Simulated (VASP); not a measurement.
# NiO (Fm-3m) in VASP: a series of runs

Aim: see how the results for NiO move with the level of theory and the settings. Levels: PBEsol+D4, revPBE. Tasks: single point.

Everything below comes from runs of VASP 6.6.1. Logs are shortened: lines on timing, memory, paths and dates and some standing lists are left out, and cuts for length are marked.

## Step 1: The cell of the first run

It takes space group Fm-3m (No. 225, cubic). Conventional cell: a = 4.144 Å, b = 4.144 Å, c = 4.144 Å, α = 90.00°, β = 90.00°, γ = 90.00°. Within 2.7 Å of Ni (site symmetry m-3m) lie 6 O at 2.07 Å. O (site symmetry m-3m) has 6 Ni at 2.07 Å within 2.7 Å.

## Step 2: Single point, PBEsol+D4, collinear spin, ferromagnetic start

INCAR reads:

```
ALGO = Normal
EDIFF = 1E-6
ENCUT = 520
GGA = PS
ISIF = 2
ISMEAR = -1
ISPIN = 2
IVDW = 13
LASPH = True
LCHARG = True
LELF = True
LMAXMIX = 4
LORBIT = 11
LREAL = False
LVHAR = True
LWAVE = False
MAGMOM = 1 0
NBANDS = 19
NELM = 150
PREC = Accurate
SIGMA = 0.05
```

KPOINTS reads:

```
k-points
0
Gamma
  11 11 11
```

POSCAR reads:

```
NiO
1.0
    0.0000000000      2.0719018797      2.0719018797
    2.0719018797      0.0000000000      2.0719018797
    2.0719018797      2.0719018797      0.0000000000
Ni O
1 1
Direct
    0.0000000000      0.0000000000      0.0000000000
    0.5000000000      0.5000000000      0.5000000000
```

Potentials or basis: VASP PAW PBE potentials, release 64 (Ni, O).

On the command line:

```sh
cat potpaw_PBE.64/Ni/POTCAR potpaw_PBE.64/O/POTCAR > POTCAR
mpirun -np 1 vasp_std > vasp.out
```

OUTCAR:

```text
EDIFF = 1E-6
   ENCUT = 520
   GGA = PS
   ISIF = 2
   ISMEAR = -1
   ISPIN = 2
   IVDW = 13
   LASPH = True
   LORBIT = 11
   LREAL = False
   NELM = 150
   PREC = Accurate

 ion  position               nearest neighbor table
   1  0.000  0.000  0.000-   2 2.07   2 2.07   2 2.07   2 2.07   2 2.07   2 2.07
   2  0.500  0.500  0.500-   1 2.07   1 2.07   1 2.07   1 2.07   1 2.07   1 2.07

  LATTYP: Found a face centered cubic cell.
 ALAT       =     4.1438037594

  Lattice vectors:

 A1 = (   0.0000000000,   2.0719018797,   2.0719018797)
 A2 = (   2.0719018797,   0.0000000000,   2.0719018797)
 A3 = (   2.0719018797,   2.0719018797,   0.0000000000)

Analysis of symmetry for initial positions (statically):
=====================================================================
 Subroutine PRICEL returns:
 Original cell was already a primitive cell.

 Routine SETGRP: Setting up the symmetry group for a
 face centered cubic supercell.

 Subroutine GETGRP returns: Found 48 space group operations
 (whereof 48 operations were pure point group operations)
 out of a pool of 48 trial point group operations.

The static configuration has the point symmetry O_h .

Analysis of symmetry for dynamics (positions and initial velocities):
=====================================================================
 Subroutine PRICEL returns:
 Original cell was already a primitive cell.

 Routine SETGRP: Setting up the symmetry group for a
 face centered cubic supercell.

 Subroutine GETGRP returns: Found 48 space group operations
 (whereof 48 operations were pure point group operations)
 out of a pool of 48 trial point group operations.

The dynamic configuration has the point symmetry O_h .

Analysis of structural, dynamic, and magnetic symmetry:
=====================================================================
 Subroutine PRICEL returns:
 Original cell was already a primitive cell.

 Routine SETGRP: Setting up the symmetry group for a
 face centered cubic supercell.

 Subroutine GETGRP returns: Found 48 space group operations
 (whereof 48 operations were pure point group operations)
 out of a pool of 48 trial point group operations.

The overall configuration has the point symmetry O_h .

 Subroutine INISYM returns: Found 48 space group operations
 (whereof 48 operations are pure point group operations),
 and found     1 'primitive' translations

----------------------------------------------------------------------------------------

                                     Primitive cell

  volume of cell :      17.7884

  direct lattice vectors                    reciprocal lattice vectors
     0.000000000  2.071901880  2.071901880    -0.241324169  0.241324169  0.241324169
     2.071901880  0.000000000  2.071901880     0.241324169 -0.241324169  0.241324169
     2.071901880  2.071901880  0.000000000     0.241324169  0.241324169 -0.241324169

  length of vectors
     2.930111738  2.930111738  2.930111738     0.417985722  0.417985722  0.417985722

  position of ions in fractional coordinates (direct lattice)
     0.000000000  0.000000000  0.000000000
     0.500000000  0.500000000  0.500000000

  ion indices of the primitive-cell ions
   primitive index   ion index
                 1           1
                 2           2

----------------------------------------------------------------------------------------

 KPOINTS: k-points

Automatic generation of k-mesh.
 Grid dimensions read from file:
 generate k-points for:   11   11   11

 Generating k-lattice:

  Cartesian coordinates                     Fractional coordinates (reciprocal lattice)
    -0.021938561  0.021938561  0.021938561     0.090909091  0.000000000  0.000000000
     0.021938561 -0.021938561  0.021938561     0.000000000  0.090909091  0.000000000
     0.021938561  0.021938561 -0.021938561     0.000000000  0.000000000  0.090909091

  Length of vectors
     0.037998702  0.037998702  0.037998702

  Shift w.r.t. Gamma in fractional coordinates (k-lattice)
     0.000000000  0.000000000  0.000000000

 Subroutine IBZKPT returns following result:
 ===========================================

 Found     56 irreducible k-points:

 Following reciprocal coordinates:
            Coordinates               Weight
  0.000000  0.000000  0.000000      1.000000
  0.090909  0.000000  0.000000      8.000000
  0.181818  0.000000  0.000000      8.000000
  0.272727  0.000000  0.000000      8.000000
  0.363636  0.000000  0.000000      8.000000
  0.454545  0.000000  0.000000      8.000000
[... 16 lines left out ...]
 -0.272727  0.181818  0.000000     24.000000
 -0.181818  0.181818  0.000000     12.000000
 [... further k-points ...]
   k-points           NKPTS =     56   k-points in BZ     NKDIM =     56   number of bands    NBANDS=     19
   number of dos      NEDOS =    301   number of ions     NIONS =      2
   total plane-waves  NPLWV =  13824
   dimension x,y,z NGX =    24 NGY =   24 NGZ =   24
   dimension x,y,z NGXF=    48 NGYF=   48 NGZF=   48
   ions per type =               1   1
   NGX,Y,Z   is equivalent  to a cutoff of  13.62, 13.62, 13.62 a.u.
   NGXF,Y,Z  is equivalent  to a cutoff of  27.23, 27.23, 27.23 a.u.
 SYSTEM =  unknown system
   PREC   = accura    normal or accurate (medium, high low for compatibility)
   ISTART =      0    job   : 0-new  1-cont  2-samecut
   ICHARG =      2    charge: 1-file 2-atom 10-const
   ISPIN  =      2    spin polarized calculation?
   LNONCOLLINEAR =      F non collinear calculations
   LSORBIT =      F    spin-orbit coupling
   LASPH  =      T    aspherical Exc in radial PAW
   ENCUT  =  520.0 eV  38.22 Ry    6.18 a.u.   5.45  5.45  5.45*2*pi/ulx,y,z
   NELM   =    150;   NELMIN=  2; NELMDL= -5     # of ELM steps
   EDIFF  = 0.1E-05   stopping-criterion for ELM
   LREAL  =      F    real-space projection
   EDIFFG = 0.1E-04   stopping-criterion for IOM
   NSW    =      0    number of steps for IOM
   IBRION =     -1    ionic relax: 0-MD 1-quasi-New 2-CG
   NFREE  =      0    steps in history (QN), initial steepest desc. (CG)
   ISIF   =      2    stress and relaxation
   ISYM   =      2    0-nonsym 1-usesym 2-fastsym
   POTIM  = 0.5000    time-step for ionic-motion
   TEBEG  =    0.0;   TEEND  =   0.0 temperature during run
   PSTRESS=    0.0 pullay stress
   NELECT =      16.0000    total number of electrons
   NUPDOWN=      -1.0000    fix difference up-down
   EMIN   =  10.00;   EMAX   =-10.00  energy-range for DOS
   EFERMI =   0.00;   METHOD = LEGACY
   ISMEAR =    -1;   SIGMA  =   0.05  broadening in eV -4-tet -1-fermi 0-gaus
   EFERMI_NEDOS =   21; number of points for ismear=-14 and -15
   IALGO  =     38    algorithm
   IMIX   =      4    mixing-type and parameters
     AMIX     =   0.40;   BMIX     =  1.00
     AMIX_MAG =   1.60;   BMIX_MAG =  1.00
  volume/ion in A,a.u.               =       8.89        60.02
  Fermi-wavevector in a.u.,A,eV,Ry     =   1.580286  2.986307 33.977874  2.497303
  Thomas-Fermi vector in A             =   2.680536
   LORBIT       =     11    0 simple, 1 ext, 2 COOP (PROOUT), +10 PAW based schemes
   GGA     = PS    functional components
   LHFCALC =     F    Hartree Fock is set to
   AEXX    =    0.0000 exact exchange contribution
   IVDW    =    13    specifies the selected vdW correction
   LEPSILON=     F    determine dielectric tensor
   LRPA    =     F    only Hartree local field effects (RPA)
 spin polarized calculation
  energy-cutoff  :      520.00
  volume of cell :       17.79
 maximum number of plane-waves:       531
 NGX is ok and might be reduce to    24
   NGX = 11   NGY = 11   NGZ = 11

 number of electron      15.9999991 magnetization       1.2897425

 Free energy of the ion-electron system (eV)
  ---------------------------------------------------
  ext. energy  EPLUGINS =         0.00000000
  ---------------------------------------------------
  free energy    TOTEN  =       -12.39944108 eV

  energy without entropy =      -12.38641415  energy(sigma->0) =      -12.39292761

 E-fermi :   8.1133     XC(G=0): -13.0816

 val. band max:        8.1014697303   @ k =   0.3636   0.1818   0.0909
 cond. band min:       8.1395433750   @ k =  -0.4545   0.3636   0.0909
 fundamental gap:      0.0380736448
 Fermi energy:         8.1132984620

 spin component 1

 k-point     1 :       0.0000    0.0000    0.0000
  band No.  band energies     occupation
      1     -12.5471      1.00000
      2       4.8732      1.00000
      3       4.8733      1.00000
      4       4.8733      1.00000
      5       5.3974      1.00000
      6       5.3974      1.00000
[... 11 lines left out ...]
     18      34.2366      0.00000
     19      34.2367      0.00000
[... 485 lines left out ...]
 k-point    24 :      -0.1818    0.1818    0.0000
  band No.  band energies     occupation
      1     -11.6747      1.00000
      2       1.2604      1.00000
      3       2.5744      1.00000
      4       3.0816      1.00000
      5       5.9716      1.00000
      6       6.0036      1.00000
[... 11 lines left out ...]
     18      39.2665      0.00000
     19      40.4086      0.00000

 [... further k-points ...]

 spin component 2

 k-point     1 :       0.0000    0.0000    0.0000
  band No.  band energies     occupation
      1     -12.2438      1.00000
      2       5.2303      1.00000
      3       5.2303      1.00000
      4       5.2303      1.00000
      5       6.3110      1.00000
      6       6.3110      1.00000
[... 11 lines left out ...]
     18      34.6709      0.00000
     19      34.6710      0.00000
[... 485 lines left out ...]
 k-point    24 :      -0.1818    0.1818    0.0000
  band No.  band energies     occupation
      1     -11.3525      1.00000
      2       1.6520      1.00000
      3       3.3604      1.00000
      4       3.4511      1.00000
      5       6.6983      1.00000
      6       7.2191      1.00000
[... 11 lines left out ...]
     18      39.5642      0.00000
     19      40.5943      0.00000

 [... further k-points ...]

------------------------ aborting loop because EDIFF is reached ----------------------------------------

  DFT-D4 for vdW energy calculation

  Edisp (eV):   -0.36026

  FORCE on cell =-STRESS in cart. coord.  units (eV):
  Direction    XX          YY          ZZ          XY          YZ          ZX
  --------------------------------------------------------------------------------------
  -------------------------------------------------------------------------------------
  Total      -0.71338    -0.71338    -0.71338     0.00000     0.00000     0.00000
  in kB     -64.25316   -64.25316   -64.25316     0.00000     0.00000     0.00000
  external pressure =      -64.25 kB  Pullay stress =        0.00 kB

 VOLUME and BASIS-vectors are now :
 -----------------------------------------------------------------------------
  energy-cutoff  :      520.00
  volume of cell :       17.79
      direct lattice vectors                 reciprocal lattice vectors
     0.000000000  2.071901880  2.071901880    -0.241324169  0.241324169  0.241324169
     2.071901880  0.000000000  2.071901880     0.241324169 -0.241324169  0.241324169
     2.071901880  2.071901880  0.000000000     0.241324169  0.241324169 -0.241324169

 POSITION                                       TOTAL-FORCE (eV/Angst)
 -----------------------------------------------------------------------------------
      0.00000      0.00000      0.00000         0.000000      0.000000      0.000000
      2.07190      2.07190      2.07190        -0.000000     -0.000000      0.000000
 -----------------------------------------------------------------------------------
    total drift:                                0.000000     -0.000000     -0.000000

  FREE ENERGIE OF THE ION-ELECTRON SYSTEM (eV)
  ---------------------------------------------------
  free  energy   TOTEN  =       -12.7597029463 eV

  energy  without entropy=      -12.7466760163  energy(sigma->0) =      -12.75318948

 total charge

# of ion       s       p       d       tot
------------------------------------------
    1        0.341   0.423   8.312   9.076
    2        1.558   3.384   0.000   4.942
--------------------------------------------------
tot          1.899   3.806   8.312  14.017

 magnetization (x)

# of ion       s       p       d       tot
------------------------------------------
    1        0.010   0.014   1.054   1.078
    2        0.024   0.157   0.000   0.181
--------------------------------------------------
tot          0.034   0.171   1.054   1.259
```

It took 17 s on 1 thread of Intel Xeon 6975P-C (Granite Rapids), shared host; peak memory 0.16 GiB.

Results:

| Quantity | Value |
| --- | --- |
| Free energy | -12.7597 eV |
| Pressure | -6.4 GPa |
| Net moment | 1.29 μB per cell |
| Site moments | Ni +1.08; O +0.18 μB |
| Valence electrons inside the program's atomic spheres | Ni 9.08; O 4.94 |
| Dispersion energy per atom | -0.180 eV |

Levels at points of the mesh, in eV from the Fermi level:
Spin up:
| k point | band 6 | band 7 | band 8 | band 9 | band 10 | band 11 | band 12 | band 13 |
| --- | --- | --- | --- | --- | --- | --- | --- | --- |
| (0.00, 0.00, 0.00) | -2.72 | -2.47 | -2.47 | -2.47 | 1.56 | 17.66 | 18.97 | 18.97 |
Spin down:
```
           k point  band 5  band 6  band 7  band 8  band 9  band 10
(0.00, 0.00, 0.00)   -1.80   -1.80   -1.80   -0.99   -0.99     1.82
```

Caveat: the PAW data sets were made with another functional, which shifts forces and pressure a little; a cell with one magnetic atom can't hold antiferromagnetic order, which such compounds often take; semilocal functionals often make such compounds metallic where correlation or magnetic order opens a gap, which also shifts bond lengths; pairwise dispersion overbinds metals, which lowers pressure and volume.

## Step 3: Single point, revPBE, collinear spin, ferromagnetic start

INCAR reads:

```
SYSTEM = NiO
PREC = Accurate
ENCUT = 520
EDIFF = 1E-7
ISMEAR = -1
SIGMA = 0.05
LREAL = .FALSE.
LASPH = .TRUE.
NELM = 150
ALGO = Normal
ISIF = 2
LWAVE = .FALSE.
LCHARG = .FALSE.
ISPIN = 2
MAGMOM = 1 0
LORBIT = 11
LMAXMIX = 4
GGA = RE
NBANDS = 19
```

KPOINTS reads:

```
Automatic mesh
0
G
  11 11 11
  0 0 0
```

POSCAR is that of step 2.

Potentials or basis: VASP PAW PBE potentials, release 64 (Ni, O).

On the command line:

```sh
cat potpaw_PBE.64/Ni/POTCAR potpaw_PBE.64/O/POTCAR > POTCAR
mpirun -np 1 vasp_std > vasp.out
```

Wall time 19 s (1 thread of Intel Xeon 6975P-C (Granite Rapids), shared host); peak memory 0.17 GiB.

It converged, with:

```
Free energy                                           : -10.6902 eV
Pressure                                              : 14.9 GPa
Net moment                                            : 1.70 μB per cell
Site moments                                          : Ni +1.41; O +0.26 μB
Valence electrons inside the program's atomic spheres : Ni 9.02; O 5.00
```

Levels at points of the mesh, in eV from the Fermi level:
Spin up:
```
           k point  band 5  band 6  band 7  band 8  band 9  band 10  band 11  band 12  band 13  band 14
(0.00, 0.00, 0.00)   -3.12   -3.12   -2.73   -2.73   -2.73     1.67    17.95    19.11    19.11    19.11
```
Spin down:
```tsv
k point	band 3	band 4	band 5	band 6	band 7	band 8	band 9	band 10	band 11	band 12
(0.00, 0.00, 0.00)	-2.62	-2.62	-1.94	-1.94	-1.94	-0.63	-0.63	2.01	17.86	19.31
```

Caveat: the PAW data sets were made with another functional, which shifts forces and pressure a little; a cell with one magnetic atom can't hold antiferromagnetic order, which such compounds often take; semilocal functionals often make such compounds metallic where correlation or magnetic order opens a gap, which also shifts bond lengths. With open d or f shells a metallic result of revPBE can be an artefact of self-interaction; +U or a hybrid may open a gap.
